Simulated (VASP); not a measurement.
# Ru (P6_3/mmc) in VASP: a series of runs

Ru is run at these levels: r2SCAN; tasks: single point.

Everything below comes from runs of VASP 6.6.1. Logs are shortened: lines on timing, memory, paths and dates and some standing lists are left out, and cuts for length are marked.

### Step 1. The cell of the first run

Symmetry: P6_3/mmc, No. 194, hexagonal system. Conventional cell: a = 2.680 Å, b = 2.680 Å, c = 4.237 Å, α = 90.00°, β = 90.00°, γ = 120.00°. Ru (site symmetry -6m2) has 12 Ru at 2.62 to 2.68 Å within 3.5 Å.

### Step 2. Single point, r2SCAN (13.18 Å³/atom)

The input, POSCAR:

```
Ru
1.0
    2.6801379922      0.0000000000      0.0000000000
   -1.3400689961      2.3210675869      0.0000000000
    0.0000000000      0.0000000000      4.2369599511
Ru
2
Direct
    0.3333333333      0.6666666667      0.7500000000
    0.6666666667      0.3333333333      0.2500000000
```

The input, INCAR.step1:

```
SYSTEM = Ru
PREC     = Accurate       ! precision mode
ENCUT    = 520            ! plane-wave cutoff, eV
ISMEAR   = 0              ! smearing method
SIGMA    = 0.05           ! smearing width, eV
LREAL    = .False.        ! projectors in reciprocal space
LASPH    = .True.         ! aspherical terms in the spheres
NELM     = 60             ! most SCF steps
NBANDS   = 21             ! bands
GGA      = PE             ! functional
ALGO     = Normal         ! electronic algorithm
EDIFF    = 1E-4           ! SCF threshold, eV
LWAVE    = .True.         ! write WAVECAR
LCHARG   = .False.        ! write CHGCAR
```

The input, INCAR.step2:

```
SYSTEM = Ru
PREC     = Accurate       ! precision mode
ENCUT    = 520            ! plane-wave cutoff, eV
EDIFF    = 1E-7           ! SCF threshold, eV
ISMEAR   = 0              ! smearing method
SIGMA    = 0.05           ! smearing width, eV
LREAL    = .False.        ! projectors in reciprocal space
LASPH    = .True.         ! aspherical terms in the spheres
NELM     = 60             ! most SCF steps
ALGO     = Normal         ! electronic algorithm
ISIF     = 2              ! what is computed and relaxed
LWAVE    = .False.        ! write WAVECAR
LCHARG   = .False.        ! write CHGCAR
METAGGA  = R2SCAN         ! meta-GGA
LMIXTAU  = .True.       
NBANDS   = 21             ! bands
ISTART   = 1
```

The input, KPOINTS:

```
regular mesh
0
Gamma
  18 18 10
  0 0 0
```

Potentials or basis: VASP PAW PBE potentials, release 64 (Ru_pv).

Run with:

```sh
cat potpaw_PBE.64/Ru_pv/POTCAR > POTCAR
cp INCAR.step1 INCAR
mpirun -np 1 vasp_std > vasp.out
cp INCAR.step2 INCAR
mpirun -np 1 vasp_std > vasp.out
```

OUTCAR:

```text
SYSTEM = Ru
   PREC = Accurate
   ENCUT = 520
   EDIFF = 1E-7
   ISMEAR = 0
   LREAL = .False.
   LASPH = .True.
   NELM = 60
   ISIF = 2
   METAGGA = R2SCAN
   ISTART = 1

 ion  position               nearest neighbor table
   1  0.333  0.667  0.750-   2 2.62   2 2.62   2 2.62   2 2.62   2 2.62   2 2.62
   2  0.667  0.333  0.250-   1 2.62   1 2.62   1 2.62   1 2.62   1 2.62   1 2.62

  LATTYP: Found a hexagonal cell.
 ALAT       =     2.6801379922
 C/A-ratio  =     1.5808738070

  Lattice vectors:

 A1 = (   2.6801379922,   0.0000000000,   0.0000000000)
 A2 = (  -1.3400689961,   2.3210675869,   0.0000000000)
 A3 = (   0.0000000000,   0.0000000000,   4.2369599511)

Analysis of symmetry for initial positions (statically):
=====================================================================
 Subroutine PRICEL returns:
 Original cell was already a primitive cell.

 Routine SETGRP: Setting up the symmetry group for a
 hexagonal supercell.

 Subroutine GETGRP returns: Found 24 space group operations
 (whereof 12 operations were pure point group operations)
 out of a pool of 24 trial point group operations.

The static configuration has the point symmetry D_3d.
 The point group associated with its full space group is D_6h.

Analysis of symmetry for dynamics (positions and initial velocities):
=====================================================================
 Subroutine PRICEL returns:
 Original cell was already a primitive cell.

 Routine SETGRP: Setting up the symmetry group for a
 hexagonal supercell.

 Subroutine GETGRP returns: Found 24 space group operations
 (whereof 12 operations were pure point group operations)
 out of a pool of 24 trial point group operations.

The dynamic configuration has the point symmetry D_3d.
 The point group associated with its full space group is D_6h.

 Subroutine INISYM returns: Found 24 space group operations
 (whereof 12 operations are pure point group operations),
 and found     1 'primitive' translations

----------------------------------------------------------------------------------------

                                     Primitive cell

  volume of cell :      26.3572

  direct lattice vectors                    reciprocal lattice vectors
     2.680137992  0.000000000  0.000000000     0.373115117  0.215418113  0.000000000
    -1.340068996  2.321067587  0.000000000     0.000000000  0.430836226  0.000000000
     0.000000000  0.000000000  4.236959951     0.000000000  0.000000000  0.236018280

  length of vectors
     2.680137992  2.680137992  4.236959951     0.430836226  0.430836226  0.236018280

  position of ions in fractional coordinates (direct lattice)
     0.333333333  0.666666667  0.750000000
     0.666666667  0.333333333  0.250000000

  ion indices of the primitive-cell ions
   primitive index   ion index
                 1           1
                 2           2

----------------------------------------------------------------------------------------

 KPOINTS: regular mesh

Automatic generation of k-mesh.
 Grid dimensions read from file:
 generate k-points for:   18   18   10

 Generating k-lattice:

  Cartesian coordinates                     Fractional coordinates (reciprocal lattice)
     0.020728618  0.011967673  0.000000000     0.055555556 -0.000000000  0.000000000
     0.000000000  0.023935346  0.000000000     0.000000000  0.055555556  0.000000000
     0.000000000  0.000000000  0.023601828     0.000000000  0.000000000  0.100000000

  Length of vectors
     0.023935346  0.023935346  0.023601828

  Shift w.r.t. Gamma in fractional coordinates (k-lattice)
     0.000000000  0.000000000  0.000000000

 Subroutine IBZKPT returns following result:
 ===========================================

 Found    222 irreducible k-points:

 Following reciprocal coordinates:
            Coordinates               Weight
  0.000000  0.000000  0.000000      1.000000
  0.055556 -0.000000  0.000000      6.000000
  0.111111 -0.000000  0.000000      6.000000
  0.166667 -0.000000  0.000000      6.000000
  0.222222 -0.000000  0.000000      6.000000
  0.277778 -0.000000  0.000000      6.000000
[... 16 lines left out ...]
  0.333333  0.111111  0.000000     12.000000
  0.388889  0.111111  0.000000     12.000000
 [... further k-points ...]
   k-points           NKPTS =    222   k-points in BZ     NKDIM =    222   number of bands    NBANDS=     21
   number of dos      NEDOS =    301   number of ions     NIONS =      2
   total plane-waves  NPLWV =  12800
   dimension x,y,z NGX =    20 NGY =   20 NGZ =   32
   dimension x,y,z NGXF=    40 NGYF=   40 NGZF=   64
   ions per type =               2
   NGX,Y,Z   is equivalent  to a cutoff of  12.41, 12.41, 12.56 a.u.
   NGXF,Y,Z  is equivalent  to a cutoff of  24.81, 24.81, 25.11 a.u.
 SYSTEM =  Ru
   PREC   = accura    normal or accurate (medium, high low for compatibility)
   ISTART =      1    job   : 0-new  1-cont  2-samecut
   ICHARG =      0    charge: 1-file 2-atom 10-const
   ISPIN  =      1    spin polarized calculation?
   LNONCOLLINEAR =      F non collinear calculations
   LSORBIT =      F    spin-orbit coupling
   LASPH  =      T    aspherical Exc in radial PAW
   ENCUT  =  520.0 eV  38.22 Ry    6.18 a.u.   4.98  4.98  7.88*2*pi/ulx,y,z
   NELM   =     60;   NELMIN=  2; NELMDL=  0     # of ELM steps
   EDIFF  = 0.1E-06   stopping-criterion for ELM
   LREAL  =      F    real-space projection
   EDIFFG = 0.1E-05   stopping-criterion for IOM
   NSW    =      0    number of steps for IOM
   IBRION =     -1    ionic relax: 0-MD 1-quasi-New 2-CG
   NFREE  =      0    steps in history (QN), initial steepest desc. (CG)
   ISIF   =      2    stress and relaxation
   ISYM   =      2    0-nonsym 1-usesym 2-fastsym
   POTIM  = 0.5000    time-step for ionic-motion
   TEBEG  =    0.0;   TEEND  =   0.0 temperature during run
   PSTRESS=    0.0 pullay stress
   NELECT =      28.0000    total number of electrons
   NUPDOWN=      -1.0000    fix difference up-down
   EMIN   =  10.00;   EMAX   =-10.00  energy-range for DOS
   EFERMI =   0.00;   METHOD = LEGACY
   ISMEAR =     0;   SIGMA  =   0.05  broadening in eV -4-tet -1-fermi 0-gaus
   EFERMI_NEDOS =   21; number of points for ismear=-14 and -15
   IALGO  =     38    algorithm
   IMIX   =      4    mixing-type and parameters
     AMIX     =   0.40;   BMIX     =  1.00
     AMIX_MAG =   1.60;   BMIX_MAG =  1.00
  volume/ion in A,a.u.               =      13.18        88.93
  Fermi-wavevector in a.u.,A,eV,Ry     =   1.670428  3.156651 37.964737  2.790329
  Thomas-Fermi vector in A             =   2.755927
   LORBIT       =      0    0 simple, 1 ext, 2 COOP (PROOUT), +10 PAW based schemes
   METAGGA = R2SCAN    functional components
   LHFCALC =     F    Hartree Fock is set to
   AEXX    =    0.0000 exact exchange contribution
   IVDW    =     0    specifies the selected vdW correction
   LEPSILON=     F    determine dielectric tensor
   LRPA    =     F    only Hartree local field effects (RPA)
 non-spin polarized calculation
 Gauss-broadening in eV      SIGMA  =   0.05
  energy-cutoff  :      520.00
  volume of cell :       26.36
 maximum number of plane-waves:       732
 NGX is ok and might be reduce to    20
   NGX =  9   NGY =  9   NGZ = 15

 number of electron      27.9999993 magnetization

 Free energy of the ion-electron system (eV)
  ---------------------------------------------------
  ext. energy  EPLUGINS =         0.00000000
  ---------------------------------------------------
  free energy    TOTEN  =       -50.83305406 eV

  energy without entropy =      -50.83069667  energy(sigma->0) =      -50.83187536

 E-fermi :  13.2690     XC(G=0): -15.6196

 val. band max:       13.2622684472   @ k =   0.1667  -0.0000   0.4000
 cond. band min:      13.2739892310   @ k =   0.1667   0.1111   0.3000
 fundamental gap:      0.0117207838
 Fermi energy:        13.2690102351

 k-point     1 :       0.0000    0.0000    0.0000
  band No.  band energies     occupation
      1     -31.9296      2.00000
      2     -30.8209      2.00000
      3     -30.8208      2.00000
      4     -30.6195      2.00000
      5     -30.6195      2.00000
      6     -30.5684      2.00000
[... 13 lines left out ...]
     20      21.7036      0.00000
     21      24.5148      0.00000

 k-point     2 :       0.0556   -0.0000    0.0000
  band No.  band energies     occupation
      1     -31.9170      2.00000
      2     -30.8477      2.00000
      3     -30.8299      2.00000
      4     -30.6477      2.00000
      5     -30.6231      2.00000
      6     -30.5742      2.00000
[... 13 lines left out ...]
     20      21.7034      0.00000
     21      24.4958      0.00000

 k-point     3 :       0.1111   -0.0000    0.0000
  band No.  band energies     occupation
      1     -31.8801      2.00000
      2     -30.9252      2.00000
      3     -30.8556      2.00000
      4     -30.7279      2.00000
      5     -30.6337      2.00000
      6     -30.5915      2.00000
[... 13 lines left out ...]
     20      21.7034      0.00000
     21      24.4335      0.00000

 k-point     4 :       0.1667   -0.0000    0.0000
  band No.  band energies     occupation
      1     -31.8211      2.00000
      2     -31.0439      2.00000
      3     -30.8939      2.00000
      4     -30.8485      2.00000
      5     -30.6508      2.00000
      6     -30.6206      2.00000
[... 13 lines left out ...]
     20      21.7034      0.00000
     21      24.3240      0.00000

 k-point     5 :       0.2222   -0.0000    0.0000
  band No.  band energies     occupation
      1     -31.7435      2.00000
      2     -31.1894      2.00000
      3     -30.9925      2.00000
      4     -30.9395      2.00000
      5     -30.6730      2.00000
      6     -30.6613      2.00000
[... 13 lines left out ...]
     20      21.7034      0.00000
     21      24.1807      0.00000

 k-point     6 :       0.2778   -0.0000    0.0000
  band No.  band energies     occupation
      1     -31.6526      2.00000
      2     -31.3441      2.00000
      3     -31.1415      2.00000
      4     -30.9867      2.00000
      5     -30.7128      2.00000
      6     -30.6976      2.00000
[... 13 lines left out ...]
     20      22.0133      0.00000
     21      24.0284      0.00000

 k-point     7 :       0.3333   -0.0000    0.0000
  band No.  band energies     occupation
      1     -31.5552      2.00000
      2     -31.4890      2.00000
      3     -31.2777      2.00000
      4     -31.0299      2.00000
      5     -30.7731      2.00000
      6     -30.7214      2.00000
[... 13 lines left out ...]
     20      23.4533      0.00000
     21      23.7914      0.00000
[... 291 lines left out ...]
      1     -31.7115      2.00000
      2     -31.1982      2.00000
      3     -31.1138      2.00000
      4     -30.9057      2.00000
      5     -30.7165      2.00000
      6     -30.6789      2.00000
[... 13 lines left out ...]
     20      21.7034      0.00000
     21      24.1738      0.00000

 k-point    21 :       0.2222    0.1111    0.0000
  band No.  band energies     occupation
      1     -31.6227      2.00000
      2     -31.3377      2.00000
      3     -31.2200      2.00000
      4     -30.9782      2.00000
      5     -30.7510      2.00000
      6     -30.7305      2.00000
[... 13 lines left out ...]
     20      22.5565      0.00000
     21      24.1077      0.00000

 k-point    22 :       0.2778    0.1111    0.0000
  band No.  band energies     occupation
      1     -31.5271      2.00000
      2     -31.4729      2.00000
      3     -31.3128      2.00000
      4     -31.0472      2.00000
      5     -30.7912      2.00000
      6     -30.7821      2.00000
[... 13 lines left out ...]
     20      23.9739      0.00000
     21      24.0152      0.00000

 k-point    23 :       0.3333    0.1111    0.0000
  band No.  band energies     occupation
      1     -31.5831      2.00000
      2     -31.4336      2.00000
      3     -31.3869      2.00000
      4     -31.1029      2.00000
      5     -30.8560      2.00000
      6     -30.8071      2.00000
[... 13 lines left out ...]
     20      22.9758      0.00000
     21      24.9786      0.00000

 k-point    24 :       0.3889    0.1111    0.0000
  band No.  band energies     occupation
      1     -31.6547      2.00000
      2     -31.4352      2.00000
      3     -31.3578      2.00000
      4     -31.1386      2.00000
      5     -30.9131      2.00000
      6     -30.8233      2.00000
[... 13 lines left out ...]
     20      21.7036      0.00000
     21      25.3156      0.00000

 [... further k-points ...]

------------------------ aborting loop because EDIFF is reached ----------------------------------------

  FORCE on cell =-STRESS in cart. coord.  units (eV):
  Direction    XX          YY          ZZ          XY          YZ          ZX
  --------------------------------------------------------------------------------------
  -------------------------------------------------------------------------------------
  Total        1.6394654      1.6394654      1.6703406     -0.0000000      0.0000000      0.0000000
  in kB       99.6583149     99.6583149    101.5351260     -0.0000000      0.0000000      0.0000000
  external PRESSURE =     100.2839186 kB  Pullay stress =       0.0000000 kB

 VOLUME and BASIS-vectors are now :
 -----------------------------------------------------------------------------
  energy-cutoff  :      520.00
  volume of cell :       26.36
      direct lattice vectors                 reciprocal lattice vectors
     2.680137992  0.000000000  0.000000000     0.373115117  0.215418113  0.000000000
    -1.340068996  2.321067587  0.000000000     0.000000000  0.430836226  0.000000000
     0.000000000  0.000000000  4.236959951     0.000000000  0.000000000  0.236018280

 POSITION                                       TOTAL-FORCE (eV/Angst)
 -----------------------------------------------------------------------------------
     -0.00000      1.54738      3.17772         0.000000      0.000000      0.000000
      1.34007      0.77369      1.05924        -0.000000     -0.000000      0.000000
 -----------------------------------------------------------------------------------
    total drift:                               -0.000000      0.000000     -0.000000

  FREE ENERGIE OF THE ION-ELECTRON SYSTEM (eV)
  ---------------------------------------------------
  free  energy   TOTEN  =       -50.8330540553 eV

  energy  without entropy=      -50.8306966721  energy(sigma->0) =      -50.83187536
```

Wall time 2.5 min (1 thread of Intel Xeon 6975P-C (Granite Rapids), shared host); peak memory 0.22 GiB.

What came out:

```
Free energy            : -50.8331 eV
Pressure               : 10.0 GPa
Band gap on the k mesh : zero (bands 14 and 15 overlap by 3.41 eV)
```

Stress tensor (GPa, compression positive):
```
 9.97  0.00  0.00
 0.00  9.97  0.00
 0.00  0.00 10.15
```

Levels at points of the mesh, in eV from the Fermi level:
```
           k point  band 12  band 13  band 14  band 15  band 16  band 17
(0.00, 0.00, 0.00)    -2.07    -2.07    -1.52    -1.52     1.30     1.30
(0.50, 0.00, 0.00)    -1.91    -1.62     1.57     2.02     2.11     4.42
(0.00, 0.00, 0.50)    -3.00    -2.91    -2.91     0.61     0.61     0.61
(0.50, 0.00, 0.50)    -1.15     0.50     0.50     1.85     1.85     3.68
```

Caveat: the cell stands under pressure; the PAW data sets were made with another functional, which shifts forces and pressure a little.

(Continued in part 2 of 2.)
